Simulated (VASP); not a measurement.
Co3Sn2S2, 7 atoms in the cell. The structure is trigonal, space group R-3m (No. 166). Conventional cell: a = 5.431 Å, b = 5.431 Å, c = 13.307 Å, α = 90.00°, β = 90.00°, γ = 120.00°. Co (site symmetry 2/m) has 2 S at 2.20 Å and 4 Co at 2.72 Å and 4 Sn at 2.72 Å within 2.9 Å. S (site symmetry 3m) has 3 Co at 2.20 Å and 1 Sn at 2.89 Å within 2.9 Å. Within 3.6 Å of Sn (site symmetry -3m) lie 6 Co at 2.72 Å and 8 S at 2.89 to 3.50 Å. Sn (site symmetry -3m) has 6 Co at 2.72 Å and 6 S at 3.21 Å within 3.6 Å. 

- Program: VASP 6.6.1
- Task: single point
- Functional: r2SCAN
- Potentials or basis: VASP PAW PBE potentials, release 64 (Co, S, Sn_d)
- Cutoff: 520 eV
- k mesh: 5 × 5 × 5
- Occupations: methfessel-paxton, width 0.0236 eV
- Spin: no spin polarisation
- Hubbard terms: Co d U = 2.34 eV
- Dipole correction: no
- Further INCAR settings: ALGO = Normal; EDIFF = 1e-06; NBANDS = 42

Potentials or basis: VASP PAW PBE potentials, release 64 (Co, S, Sn_d).

The run is started by

```bash
$ cat potpaw_PBE.64/Co/POTCAR potpaw_PBE.64/S/POTCAR potpaw_PBE.64/Sn_d/POTCAR > POTCAR
$ cp INCAR.step1 INCAR
$ mpirun -np 1 vasp_std > vasp.out
$ cp INCAR.step2 INCAR
$ mpirun -np 1 vasp_std > vasp.out
```

Hardware: 1 thread of AMD EPYC 7R13 Processor (Zen 3) (shared host).

Question: How long does it take, and how much memory?

Answer: Wall time 6.6 min on 1 thread of AMD EPYC 7R13 Processor (Zen 3), with other jobs on the host, peak memory 0.26 GiB. Counts: k points 19.
